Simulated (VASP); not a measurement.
Runs of VASP 6.6.1 on Ba. The structure is that of space group Fm-3m (No. 225), or close to it. The cells are those of the table. 

| task | cell | k mesh | cutoff (eV) | gap on the mesh (eV) | pressure (GPa) |
| --- | --- | --- | --- | --- | --- |
| single point | a = 4.610 Å, angles 60.0°, 1 atom | 14 × 14 × 14 | 520 | none | 0.1 |
| single point | a = 4.730 Å, angles 60.0°, 1 atom | 10 × 10 × 10 | 520 | none | (a) |
| single point | a = 4.484 Å, angles 60.0°, 1 atom | 10 × 10 × 10 | 520 | none | 0.8 |
| single point | a = 4.671 Å, angles 60.0°, 1 atom | 10 × 10 × 10 | 520 | none | -0.2 |
| single point | a = 4.418 Å, angles 60.0°, 1 atom | 10 × 10 × 10 | 520 | none | (b) |
| single point | a = 4.788 Å, angles 60.0°, 1 atom | 10 × 10 × 10 | 520 | none | -0.7 |
| single point | a = 4.610 Å, angles 60.0°, 1 atom | 9 × 9 × 9 | 520 | none | 0.1 |
| single point | a = 4.548 Å, angles 60.0°, 1 atom | 10 × 10 × 10 | 520 | none | 0.4 |
| single point | a = 4.610 Å, angles 60.0°, 1 atom | 10 × 10 × 10 | 520 | none | 0.1 |
| relaxation of cell and atoms | relaxed from a = 4.454 Å, angles 60.0°, 1 atom | 9 × 9 × 9 | 600 | none | 0.0 |

Alike in all rows: level RPBE; potentials or basis VASP PAW PBE potentials, release 64 (Ba_sv); no spin polarisation; smearing fermi-dirac 0.1 eV.

**Question.** Fill in the values left out.

**Answer.** (a) -0.4; (b) 1.3.

Caveats: the PAW data sets were made with another functional, which shifts forces and pressure a little; spin-orbit coupling is left out, which moves the levels of the heavy elements.

A k mesh can miss the band edges, and the runs leave out spin-orbit coupling on Ba.

A gap of «none» marks levels without a gap at the run's occupations.
